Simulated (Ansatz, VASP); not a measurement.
RbNa: VASP beside Ansatz

```xyz
6
Lattice="9.0397 0.0000 0.0000 -4.5199 7.8286 0.0000 0.0000 0.0000 6.7132" Properties=species:S:1:pos:R:3 pbc="T T T"
Rb    4.5199    0.0000    0.0000
Rb    2.2599    3.9143    0.0000
Rb   -2.2599    3.9143    0.0000
Na    0.0000    0.0000    0.0000
Na    0.0000    5.2191    3.3566
Na    4.5199    2.6095    3.3566
```

Alike in both runs: functional PBE; k mesh 3 × 3 × 4; occupations gaussian, width 0.1 eV; no spin polarisation.

Ansatz relaxed the structure, and its values are those at the end. VASP's run is a single point on that final structure, the one shown.

```csv
,VASP,Ansatz
version,VASP 6.6.1,Ansatz 0.2.0
potentials or method,"VASP PAW PBE potentials, release 64 (Rb_sv, Na_pv), cutoff 520 eV","scalar-relativistic, plane waves, PAW"
valence electrons in the cell,48,54
```

|  | VASP | Ansatz | Ansatz less VASP |
| --- | --- | --- | --- |
| gap on the k mesh at the Fermi level (eV) | none | none | - |
| pressure (GPa) | 0.1 | 0.1 | 0.00 |

A gap of «none» marks a metal or a gap that the smearing closes. VASP's potentials hold 48 valence electrons a cell and Ansatz's 54, so a difference there can come from the potentials and not from the codes.
